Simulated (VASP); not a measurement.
# LiF (P6_3mc) in VASP: notebook, part 2 of 3

VASP 6.6.1.

## (3) Single point, LDA

INCAR reads:

```
SYSTEM = LiF
PREC     = Accurate       ! precision mode
ENCUT    = 520            ! plane-wave cutoff, eV
EDIFF    = 1E-6           ! SCF threshold, eV
ISMEAR   = 0              ! smearing method
SIGMA    = 0.01           ! smearing width, eV
LREAL    = .FALSE.        ! projectors in reciprocal space
LASPH    = .TRUE.         ! aspherical terms in the spheres
NELM     = 100            ! most SCF steps
ALGO     = Normal         ! electronic algorithm
ISIF     = 2              ! what is computed and relaxed
LWAVE    = .FALSE.        ! write WAVECAR
LCHARG   = .FALSE.        ! write CHGCAR
GGA      = CA             ! functional
NBANDS   = 18             ! bands
```

KPOINTS reads:

```
Automatic mesh
0
G
  6 6 4
  0 0 0
```

POSCAR reads:

```
LiF
1.0
    3.0810126255      0.0000000000      0.0000000000
   -1.5405063128      2.6682352031      0.0000000000
    0.0000000000      0.0000000000      4.7853430406
Li F
2 2
Direct
    0.3333333333      0.6666666667     -0.0074305281
    0.6666666667      0.3333333333      0.4925694719
    0.3333333333      0.6666666667      0.3824305281
    0.6666666667      0.3333333333      0.8824305281
```

Potentials or basis: VASP PAW LDA potentials, release 64 (Li_sv, F).

Run with:

```bash
> cat potpaw_LDA.64/Li_sv/POTCAR potpaw_LDA.64/F/POTCAR > POTCAR
> mpirun -np 1 vasp_std > vasp.out
```

OUTCAR:

```text
SYSTEM = LiF
   PREC = Accurate
   ENCUT = 520
   EDIFF = 1E-6
   ISMEAR = 0
   LREAL = .FALSE.
   LASPH = .TRUE.
   NELM = 100
   ISIF = 2
   GGA = CA

 ion  position               nearest neighbor table
   1  0.333  0.667  0.993-   4 1.86   4 1.86   4 1.86   3 1.87
   2  0.667  0.333  0.493-   3 1.86   3 1.86   3 1.86   4 1.87
   3  0.333  0.667  0.382-   2 1.86   2 1.86   2 1.86   1 1.87
   4  0.667  0.333  0.882-   1 1.86   1 1.86   1 1.86   2 1.87

  LATTYP: Found a hexagonal cell.
 ALAT       =     3.0810126255
 C/A-ratio  =     1.5531721620

  Lattice vectors:

 A1 = (   3.0810126255,   0.0000000000,   0.0000000000)
 A2 = (  -1.5405063128,   2.6682352031,   0.0000000000)
 A3 = (   0.0000000000,   0.0000000000,   4.7853430406)

Analysis of symmetry for initial positions (statically):
=====================================================================
 Subroutine PRICEL returns:
 Original cell was already a primitive cell.

 Routine SETGRP: Setting up the symmetry group for a
 hexagonal supercell.

 Subroutine GETGRP returns: Found 12 space group operations
 (whereof  6 operations were pure point group operations)
 out of a pool of 24 trial point group operations.

The static configuration has the point symmetry C_3v.
 The point group associated with its full space group is C_6v.

Analysis of symmetry for dynamics (positions and initial velocities):
=====================================================================
 Subroutine PRICEL returns:
 Original cell was already a primitive cell.

 Routine SETGRP: Setting up the symmetry group for a
 hexagonal supercell.

 Subroutine GETGRP returns: Found 12 space group operations
 (whereof  6 operations were pure point group operations)
 out of a pool of 24 trial point group operations.

The dynamic configuration has the point symmetry C_3v.
 The point group associated with its full space group is C_6v.

 Subroutine INISYM returns: Found 12 space group operations
 (whereof  6 operations are pure point group operations),
 and found     1 'primitive' translations

----------------------------------------------------------------------------------------

                                     Primitive cell

  volume of cell :      39.3397

  direct lattice vectors                    reciprocal lattice vectors
     3.081012626  0.000000000  0.000000000     0.324568615  0.187389777  0.000000000
    -1.540506313  2.668235203  0.000000000     0.000000000  0.374779554  0.000000000
     0.000000000  0.000000000  4.785343041     0.000000000  0.000000000  0.208971435

  length of vectors
     3.081012626  3.081012626  4.785343041     0.374779554  0.374779554  0.208971435

  position of ions in fractional coordinates (direct lattice)
     0.333333333  0.666666667  0.992569472
     0.666666667  0.333333333  0.492569472
     0.333333333  0.666666667  0.382430528
     0.666666667  0.333333333  0.882430528

  ion indices of the primitive-cell ions
   primitive index   ion index
                 1           1
                 2           2
                 3           3
                 4           4

----------------------------------------------------------------------------------------

 KPOINTS: Automatic mesh
[... 22 lines left out ...]

 Following reciprocal coordinates:
            Coordinates               Weight
  0.000000  0.000000  0.000000      1.000000
  0.166667  0.000000  0.000000      6.000000
  0.333333  0.000000  0.000000      6.000000
  0.500000  0.000000  0.000000      3.000000
  0.166667  0.166667  0.000000      6.000000
  0.333333  0.166667  0.000000     12.000000
[... 13 lines left out ...]
  0.333333  0.166667  0.500000     12.000000
  0.333333  0.333333  0.500000      2.000000
   k-points           NKPTS =     21   k-points in BZ     NKDIM =     21   number of bands    NBANDS=     18
   number of dos      NEDOS =    301   number of ions     NIONS =      4
   total plane-waves  NPLWV =  20736
   dimension x,y,z NGX =    24 NGY =   24 NGZ =   36
   dimension x,y,z NGXF=    48 NGYF=   48 NGZF=   72
   ions per type =               2   2
   NGX,Y,Z   is equivalent  to a cutoff of  12.95, 12.95, 12.51 a.u.
   NGXF,Y,Z  is equivalent  to a cutoff of  25.90, 25.90, 25.01 a.u.
 SYSTEM =  LiF
   PREC   = accura    normal or accurate (medium, high low for compatibility)
   ISTART =      0    job   : 0-new  1-cont  2-samecut
   ICHARG =      2    charge: 1-file 2-atom 10-const
   ISPIN  =      1    spin polarized calculation?
   LNONCOLLINEAR =      F non collinear calculations
   LSORBIT =      F    spin-orbit coupling
   LASPH  =      T    aspherical Exc in radial PAW
   ENCUT  =  520.0 eV  38.22 Ry    6.18 a.u.   5.73  5.73  8.90*2*pi/ulx,y,z
   NELM   =    100;   NELMIN=  2; NELMDL= -5     # of ELM steps
   EDIFF  = 0.1E-05   stopping-criterion for ELM
   LREAL  =      F    real-space projection
   EDIFFG = 0.1E-04   stopping-criterion for IOM
   NSW    =      0    number of steps for IOM
   IBRION =     -1    ionic relax: 0-MD 1-quasi-New 2-CG
   NFREE  =      0    steps in history (QN), initial steepest desc. (CG)
   ISIF   =      2    stress and relaxation
   ISYM   =      2    0-nonsym 1-usesym 2-fastsym
   POTIM  = 0.5000    time-step for ionic-motion
   TEBEG  =    0.0;   TEEND  =   0.0 temperature during run
   PSTRESS=    0.0 pullay stress
   NELECT =      20.0000    total number of electrons
   NUPDOWN=      -1.0000    fix difference up-down
   EMIN   =  10.00;   EMAX   =-10.00  energy-range for DOS
   EFERMI =   0.00;   METHOD = LEGACY
   ISMEAR =     0;   SIGMA  =   0.01  broadening in eV -4-tet -1-fermi 0-gaus
   EFERMI_NEDOS =   21; number of points for ismear=-14 and -15
   IALGO  =     38    algorithm
   IMIX   =      4    mixing-type and parameters
     AMIX     =   0.40;   BMIX     =  1.00
     AMIX_MAG =   1.60;   BMIX_MAG =  1.00
  volume/ion in A,a.u.               =       9.83        66.37
  Fermi-wavevector in a.u.,A,eV,Ry     =   1.306596  2.469108 23.227767  1.707193
  Thomas-Fermi vector in A             =   2.437387
   LORBIT       =      0    0 simple, 1 ext, 2 COOP (PROOUT), +10 PAW based schemes
   GGA     = CA    functional components
   LHFCALC =     F    Hartree Fock is set to
   AEXX    =    0.0000 exact exchange contribution
   IVDW    =     0    specifies the selected vdW correction
   LEPSILON=     F    determine dielectric tensor
   LRPA    =     F    only Hartree local field effects (RPA)
 non-spin polarized calculation
 Gauss-broadening in eV      SIGMA  =   0.01
  energy-cutoff  :      520.00
  volume of cell :       39.34
 maximum number of plane-waves:      1085
 NGX is ok and might be reduce to    24
   NGX = 11   NGY = 11   NGZ = 17

 number of electron      20.0000014 magnetization

 Free energy of the ion-electron system (eV)
  ---------------------------------------------------
  ext. energy  EPLUGINS =         0.00000000
  ---------------------------------------------------
  free energy    TOTEN  =       -20.78752392 eV

  energy without entropy =      -20.78752392  energy(sigma->0) =      -20.78752392

 E-fermi :  -2.5411     XC(G=0):  -9.5883

 val. band max:       -2.7056927918   @ k =   0.0000   0.0000   0.0000
 cond. band min:       4.8119590372   @ k =   0.0000   0.0000   0.0000
 fundamental gap:      7.5176518290
 Fermi energy:        -2.5411209069

 k-point     1 :       0.0000    0.0000    0.0000
  band No.  band energies     occupation
      1     -42.0084      2.00000
      2     -41.9572      2.00000
      3     -21.7598      2.00000
      4     -21.4993      2.00000
      5      -5.0073      2.00000
      6      -3.2373      2.00000
[... 418 lines left out ...]
      5      -4.3706      2.00000
      6      -4.3706      2.00000
[... 10 lines left out ...]
     17      18.0758      0.00000
     18      18.0758      0.00000

------------------------ aborting loop because EDIFF is reached ----------------------------------------

  FORCE on cell =-STRESS in cart. coord.  units (eV):
  Direction    XX          YY          ZZ          XY          YZ          ZX
  --------------------------------------------------------------------------------------
  -------------------------------------------------------------------------------------
  Total       -0.8892069     -0.8892069     -0.8792913      0.0000000     -0.0000000      0.0000000
  in kB      -36.2145202    -36.2145202    -35.8106911      0.0000000     -0.0000000      0.0000000
  external PRESSURE =     -36.0799105 kB  Pullay stress =       0.0000000 kB

 VOLUME and BASIS-vectors are now :
 -----------------------------------------------------------------------------
  energy-cutoff  :      520.00
  volume of cell :       39.34
      direct lattice vectors                 reciprocal lattice vectors
     3.081012626  0.000000000  0.000000000     0.324568615  0.187389777  0.000000000
    -1.540506313  2.668235203  0.000000000     0.000000000  0.374779554  0.000000000
     0.000000000  0.000000000  4.785343041     0.000000000  0.000000000  0.208971435

 POSITION                                       TOTAL-FORCE (eV/Angst)
 -----------------------------------------------------------------------------------
     -0.00000      1.77882      4.74979         0.000000      0.000000      0.007188
      1.54051      0.88941      2.35711        -0.000000      0.000000      0.007188
     -0.00000      1.77882      1.83006        -0.000000     -0.000000     -0.007188
      1.54051      0.88941      4.22273         0.000000     -0.000000     -0.007188
 -----------------------------------------------------------------------------------
    total drift:                               -0.000001     -0.000001     -0.000719

  FREE ENERGIE OF THE ION-ELECTRON SYSTEM (eV)
  ---------------------------------------------------
  free  energy   TOTEN  =       -20.7875239246 eV

  energy  without entropy=      -20.7875239246  energy(sigma->0) =      -20.78752392
```

It took 18 s on 1 thread of Intel Xeon 8259CL, shared host; peak memory 0.13 GiB.

What came out:

```
Free energy            : -20.7875 eV
Largest force          : 0.007 eV/Å
Band gap on the k mesh : 7.52 eV
```

Forces in eV/Å, atoms in the order of the input:
```
Li   0.000  0.000  0.007
Li   0.000  0.000  0.007
F    0.000  0.000 -0.007
F    0.000  0.000 -0.007
```

Levels at points of the mesh, in eV from the valence-band top:
```
           k point  band 8  band 9  band 10  band 11  band 12  band 13
(0.00, 0.00, 0.00)   -0.19   -0.19     0.00     7.52    11.79    15.05
(0.50, 0.00, 0.00)   -1.09   -0.58    -0.42    10.86    11.88    14.56
(0.00, 0.00, 0.50)   -0.36   -0.36    -0.36     9.22     9.22    17.34
(0.50, 0.00, 0.50)   -0.77   -0.59    -0.59    10.81    10.81    14.58
```

Caveat: the cutoff is under 1.25 times the usual one of these potentials, so pressure, stress and relaxed cells hold a basis-set (Pulay) error. A k mesh can miss the band edges.

(Continued in part 3 of 3.)
